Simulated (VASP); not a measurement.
A run of VASP 6.6.1:

The input INCAR:

```
SYSTEM = Al
ALGO = Normal ; EDIFF = 1E-6
ENCUT = 520 ; GGA = PS
ISIF = 2 ; ISMEAR = 1
LASPH = .True. ; LCHARG = .False.
LREAL = .False. ; LWAVE = .False.
NBANDS = 10 ; NELM = 60
PREC = Accurate ; SIGMA = 0.1
```

Contents of KPOINTS:

```
k-points
0
Gamma
  13 13 7
  0 0 0
```

The input POSCAR:

```
Al
1.0
    2.8474849323      0.0000002923      0.0000000000
   -1.4237427193      2.4659941421      0.0000000000
    0.0000000000      0.0000000000      4.6337066081
Al
2
Direct
    0.6666666667      0.3333333333      0.7500000000
    0.3333333333      0.6666666667      0.2500000000
```

Potentials or basis: VASP PAW PBE potentials, release 64 (Al).

Command:

```bash
$ cat potpaw_PBE.64/Al/POTCAR > POTCAR
$ mpirun -np 1 vasp_std > vasp.out
```

Hardware: 1 thread of Intel(R) Xeon(R) Platinum 8259CL CPU @ 2.50GHz (Skylake/Cascade Lake), on a shared host.

**Question.** How long does it take, and how much memory?

**Answer.** It took 12 s on 1 thread of Intel(R) Xeon(R) Platinum 8259CL CPU @ 2.50GHz (Skylake/Cascade Lake), with other jobs on the host, peak memory 0.15 GiB. Counts: scf iterations 10, k points 84.
